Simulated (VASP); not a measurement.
# Co (Pm-3m) in VASP: further runs

The runs below take Co through single point, relaxation of cell and atoms, with LDA.

Everything below comes from runs of VASP 6.6.1. Logs are shortened: lines on timing, memory, paths and dates and some standing lists are left out, and cuts for length are marked.

## (1) The cell of the first run

Symmetry: Pm-3m, No. 221, cubic system. The conventional cell has a = 2.255 Å, b = 2.255 Å, c = 2.255 Å, α = 90.00°, β = 90.00°, γ = 90.00°. Co (site symmetry m-3m) has 6 Co at 2.26 Å within 3.0 Å.

## (2) Single point, LDA, collinear spin, ferromagnetic start

INCAR reads:

```
SYSTEM = Co
PREC     = Accurate       ! precision mode
ENCUT    = 520            ! plane-wave cutoff, eV
EDIFF    = 1E-6           ! SCF threshold, eV
ISMEAR   = -1             ! smearing method
SIGMA    = 0.05           ! smearing width, eV
LREAL    = .False.        ! projectors in reciprocal space
LASPH    = .True.         ! aspherical terms in the spheres
NELM     = 150            ! most SCF steps
ALGO     = Normal         ! electronic algorithm
ISIF     = 2              ! what is computed and relaxed
LWAVE    = .False.        ! write WAVECAR
LCHARG   = .False.        ! write CHGCAR
ISPIN    = 2              ! spin polarisation
MAGMOM   = 1.515          ! initial moments
LORBIT   = 11             ! projections on sites
LMAXMIX  = 4              ! l up to which the mixer works
GGA      = CA             ! functional
NBANDS   = 14             ! bands
```

KPOINTS reads:

```
Automatic mesh
0
Gamma
  23 23 23
  0 0 0
```

POSCAR reads:

```
Co
1.0
    2.2550773701      0.0000000000      0.0000000000
    0.0000000000      2.2550773701      0.0000000000
    0.0000000000      0.0000000000      2.2550773701
Co
1
Direct
    0.0000000000      0.0000000000      0.0000000000
```

Potentials or basis: VASP PAW LDA potentials, release 64 (Co).

On the command line:

```bash
cat potpaw_LDA.64/Co/POTCAR > POTCAR
mpirun -np 1 vasp_std > vasp.out
```

OUTCAR:

```text
SYSTEM = Co
   PREC = Accurate
   ENCUT = 520
   EDIFF = 1E-6
   ISMEAR = -1
   LREAL = .False.
   LASPH = .True.
   NELM = 150
   ISIF = 2
   ISPIN = 2
   LORBIT = 11
   GGA = CA

 ion  position               nearest neighbor table
   1  0.000  0.000  0.000-

  LATTYP: Found a simple cubic cell.
 ALAT       =     2.2550773701

  Lattice vectors:

 A1 = (   2.2550773701,   0.0000000000,   0.0000000000)
 A2 = (   0.0000000000,   2.2550773701,   0.0000000000)
 A3 = (   0.0000000000,   0.0000000000,   2.2550773701)

Analysis of symmetry for initial positions (statically):
=====================================================================
 Subroutine PRICEL returns:
 Original cell was already a primitive cell.

 Routine SETGRP: Setting up the symmetry group for a
 simple cubic supercell.

 Subroutine GETGRP returns: Found 48 space group operations
 (whereof 48 operations were pure point group operations)
 out of a pool of 48 trial point group operations.

The static configuration has the point symmetry O_h .

Analysis of symmetry for dynamics (positions and initial velocities):
=====================================================================
 Subroutine PRICEL returns:
 Original cell was already a primitive cell.

 Routine SETGRP: Setting up the symmetry group for a
 simple cubic supercell.

 Subroutine GETGRP returns: Found 48 space group operations
 (whereof 48 operations were pure point group operations)
 out of a pool of 48 trial point group operations.

The dynamic configuration has the point symmetry O_h .

Analysis of structural, dynamic, and magnetic symmetry:
=====================================================================
 Subroutine PRICEL returns:
 Original cell was already a primitive cell.

 Routine SETGRP: Setting up the symmetry group for a
 simple cubic supercell.

 Subroutine GETGRP returns: Found 48 space group operations
 (whereof 48 operations were pure point group operations)
 out of a pool of 48 trial point group operations.

The overall configuration has the point symmetry O_h .

 Subroutine INISYM returns: Found 48 space group operations
 (whereof 48 operations are pure point group operations),
 and found     1 'primitive' translations

----------------------------------------------------------------------------------------

                                     Primitive cell

  volume of cell :      11.4679

  direct lattice vectors                    reciprocal lattice vectors
     2.255077370  0.000000000  0.000000000     0.443443765  0.000000000  0.000000000
     0.000000000  2.255077370  0.000000000     0.000000000  0.443443765  0.000000000
     0.000000000  0.000000000  2.255077370     0.000000000  0.000000000  0.443443765

  length of vectors
     2.255077370  2.255077370  2.255077370     0.443443765  0.443443765  0.443443765

  position of ions in fractional coordinates (direct lattice)
     0.000000000  0.000000000  0.000000000

  ion indices of the primitive-cell ions
   primitive index   ion index
                 1           1

----------------------------------------------------------------------------------------

 KPOINTS: Automatic mesh

Automatic generation of k-mesh.
 Grid dimensions read from file:
 generate k-points for:   23   23   23

 Generating k-lattice:

  Cartesian coordinates                     Fractional coordinates (reciprocal lattice)
     0.019280164  0.000000000  0.000000000     0.043478261  0.000000000  0.000000000
     0.000000000  0.019280164  0.000000000     0.000000000  0.043478261  0.000000000
     0.000000000  0.000000000  0.019280164     0.000000000  0.000000000  0.043478261

  Length of vectors
     0.019280164  0.019280164  0.019280164

  Shift w.r.t. Gamma in fractional coordinates (k-lattice)
     0.000000000  0.000000000  0.000000000

 Subroutine IBZKPT returns following result:
 ===========================================

 Found    364 irreducible k-points:

 Following reciprocal coordinates:
            Coordinates               Weight
  0.000000  0.000000  0.000000      1.000000
  0.043478  0.000000  0.000000      6.000000
  0.086957  0.000000  0.000000      6.000000
  0.130435  0.000000  0.000000      6.000000
  0.173913  0.000000  0.000000      6.000000
  0.217391  0.000000  0.000000      6.000000
[... 16 lines left out ...]
  0.478261  0.043478  0.000000     24.000000
  0.086957  0.086957  0.000000     12.000000
 [... further k-points ...]
   k-points           NKPTS =    364   k-points in BZ     NKDIM =    364   number of bands    NBANDS=     14
   number of dos      NEDOS =    301   number of ions     NIONS =      1
   total plane-waves  NPLWV =   5832
   dimension x,y,z NGX =    18 NGY =   18 NGZ =   18
   dimension x,y,z NGXF=    36 NGYF=   36 NGZF=   36
   ions per type =               1
   NGX,Y,Z   is equivalent  to a cutoff of  13.27, 13.27, 13.27 a.u.
   NGXF,Y,Z  is equivalent  to a cutoff of  26.54, 26.54, 26.54 a.u.
 SYSTEM =  Co
   PREC   = accura    normal or accurate (medium, high low for compatibility)
   ISTART =      0    job   : 0-new  1-cont  2-samecut
   ICHARG =      2    charge: 1-file 2-atom 10-const
   ISPIN  =      2    spin polarized calculation?
   LNONCOLLINEAR =      F non collinear calculations
   LSORBIT =      F    spin-orbit coupling
   LASPH  =      T    aspherical Exc in radial PAW
   ENCUT  =  520.0 eV  38.22 Ry    6.18 a.u.   4.19  4.19  4.19*2*pi/ulx,y,z
   NELM   =    150;   NELMIN=  2; NELMDL= -5     # of ELM steps
   EDIFF  = 0.1E-05   stopping-criterion for ELM
   LREAL  =      F    real-space projection
   EDIFFG = 0.1E-04   stopping-criterion for IOM
   NSW    =      0    number of steps for IOM
   IBRION =     -1    ionic relax: 0-MD 1-quasi-New 2-CG
   NFREE  =      0    steps in history (QN), initial steepest desc. (CG)
   ISIF   =      2    stress and relaxation
   ISYM   =      2    0-nonsym 1-usesym 2-fastsym
   POTIM  = 0.5000    time-step for ionic-motion
   TEBEG  =    0.0;   TEEND  =   0.0 temperature during run
   PSTRESS=    0.0 pullay stress
   NELECT =       9.0000    total number of electrons
   NUPDOWN=      -1.0000    fix difference up-down
   EMIN   =  10.00;   EMAX   =-10.00  energy-range for DOS
   EFERMI =   0.00;   METHOD = LEGACY
   ISMEAR =    -1;   SIGMA  =   0.05  broadening in eV -4-tet -1-fermi 0-gaus
   EFERMI_NEDOS =   21; number of points for ismear=-14 and -15
   IALGO  =     38    algorithm
   IMIX   =      4    mixing-type and parameters
     AMIX     =   0.40;   BMIX     =  1.00
     AMIX_MAG =   1.60;   BMIX_MAG =  1.00
  volume/ion in A,a.u.               =      11.47        77.39
  Fermi-wavevector in a.u.,A,eV,Ry     =   1.510060  2.853600 31.025112  2.280281
  Thomas-Fermi vector in A             =   2.620300
   LORBIT       =     11    0 simple, 1 ext, 2 COOP (PROOUT), +10 PAW based schemes
   GGA     = CA    functional components
   LHFCALC =     F    Hartree Fock is set to
   AEXX    =    0.0000 exact exchange contribution
   IVDW    =     0    specifies the selected vdW correction
   LEPSILON=     F    determine dielectric tensor
   LRPA    =     F    only Hartree local field effects (RPA)
 spin polarized calculation
  energy-cutoff  :      520.00
  volume of cell :       11.47
 maximum number of plane-waves:       320
 NGX is ok and might be reduce to    18
   NGX =  9   NGY =  9   NGZ =  9

 number of electron       8.9999989 magnetization       1.4964570

 Free energy of the ion-electron system (eV)
  ---------------------------------------------------
  ext. energy  EPLUGINS =         0.00000000
  ---------------------------------------------------
  free energy    TOTEN  =        -7.26945712 eV

  energy without entropy =       -7.25708057  energy(sigma->0) =       -7.26326885

 E-fermi :   9.3789     XC(G=0): -13.3082

 val. band max:        9.3780123258   @ k =   0.3913   0.3478   0.0435
 cond. band min:       9.3817591792   @ k =   0.4783   0.4783   0.0000
 fundamental gap:      0.0037468534
 Fermi energy:         9.3788654226

 spin component 1

 k-point     1 :       0.0000    0.0000    0.0000
  band No.  band energies     occupation
      1       0.6613      1.00000
      2       4.8743      1.00000
      3       4.8743      1.00000
      4       8.8986      0.99993
      5       8.8986      0.99993
      6       8.8986      0.99993
      7      29.7136      0.00000
      8      29.7136      0.00000
      9      29.7136      0.00000
     10      33.9301      0.00000
     11      33.9301      0.00000
     12      38.7365      0.00000
     13      46.7540      0.00000
     14      51.6840      0.00000
[... 375 lines left out ...]
 k-point    24 :       0.0870    0.0870    0.0000
  band No.  band energies     occupation
      1       1.1426      1.00000
      2       4.9961      1.00000
      3       5.0916      1.00000
      4       8.6809      1.00000
      5       8.7825      0.99999
      6       8.8182      0.99999
      7      27.1429      0.00000
      8      27.7564      0.00000
      9      30.3836      0.00000
     10      34.7084      0.00000
     11      37.0197      0.00000
     12      40.8228      0.00000
     13      46.7035      0.00000
     14      48.2686      0.00000

 [... further k-points ...]

 spin component 2

 k-point     1 :       0.0000    0.0000    0.0000
  band No.  band energies     occupation
      1       0.9087      1.00000
      2       5.9230      1.00000
      3       5.9230      1.00000
      4      10.5454      0.00000
      5      10.5454      0.00000
      6      10.5454      0.00000
      7      30.0558      0.00000
      8      30.0558      0.00000
      9      30.0558      0.00000
     10      34.3922      0.00000
     11      34.3922      0.00000
     12      38.9911      0.00000
     13      49.8839      0.00000
     14      52.0167      0.00000
[... 375 lines left out ...]
 k-point    24 :       0.0870    0.0870    0.0000
  band No.  band energies     occupation
      1       1.3921      1.00000
      2       6.0495      1.00000
      3       6.1422      1.00000
      4      10.3024      0.00000
      5      10.4151      0.00000
      6      10.4579      0.00000
      7      27.5579      0.00000
      8      28.1250      0.00000
      9      30.7432      0.00000
     10      35.1088      0.00000
     11      37.4123      0.00000
     12      41.1355      0.00000
     13      48.5798      0.00000
     14      49.8552      0.00000

 [... further k-points ...]
[... 5 lines left out ...]
  --------------------------------------------------------------------------------------
  -------------------------------------------------------------------------------------
  Total       -0.0904788     -0.0904788     -0.0904788      0.0000000     -0.0000000     -0.0000000
  in kB      -12.6407519    -12.6407519    -12.6407519      0.0000000     -0.0000000     -0.0000000
  external PRESSURE =     -12.6407519 kB  Pullay stress =       0.0000000 kB

 VOLUME and BASIS-vectors are now :
 -----------------------------------------------------------------------------
  energy-cutoff  :      520.00
  volume of cell :       11.47
      direct lattice vectors                 reciprocal lattice vectors
     2.255077370  0.000000000  0.000000000     0.443443765  0.000000000  0.000000000
     0.000000000  2.255077370  0.000000000     0.000000000  0.443443765  0.000000000
     0.000000000  0.000000000  2.255077370     0.000000000  0.000000000  0.443443765

 POSITION                                       TOTAL-FORCE (eV/Angst)
 -----------------------------------------------------------------------------------
      0.00000      0.00000      0.00000         0.000000      0.000000      0.000000
 -----------------------------------------------------------------------------------
    total drift:                               -0.000000      0.000000      0.000000

  FREE ENERGIE OF THE ION-ELECTRON SYSTEM (eV)
  ---------------------------------------------------
  free  energy   TOTEN  =        -7.2694571236 eV

  energy  without entropy=       -7.2570805676  energy(sigma->0) =       -7.26326885

 total charge

# of ion       s       p       d       tot
------------------------------------------
    1        0.531   0.465   7.376   8.372

 magnetization (x)

# of ion       s       p       d       tot
------------------------------------------
    1        0.006   0.003   1.476   1.485
```

Run time: 83 s. Hardware: 1 thread of Intel Xeon Platinum 8259CL at 2.50GHz (Skylake/Cascade Lake), shared host; peak memory 0.19 GiB.

Results:

```yaml
Free_energy: -7.2695 eV
Pressure: -1.3 GPa
Net_moment: 1.50 μB per cell
Site_moments: Co +1.49 μB
Valence_electrons_inside_the_program's_atomic_spheres: Co 8.37
```

Levels at points of the mesh, in eV from the Fermi level:
Spin up:
```
           k point  band 1  band 2  band 3  band 4  band 5  band 6  band 7  band 8  band 9  band 10
(0.00, 0.00, 0.00)   -8.72   -4.50   -4.50   -0.48   -0.48   -0.48   20.33   20.33   20.33    24.55
```
Spin down:
| k point | band 1 | band 2 | band 3 | band 4 | band 5 | band 6 | band 7 | band 8 |
| --- | --- | --- | --- | --- | --- | --- | --- | --- |
| (0.00, 0.00, 0.00) | -8.47 | -3.46 | -3.46 | 1.17 | 1.17 | 1.17 | 20.68 | 20.68 |

[end of part 1 of 2]
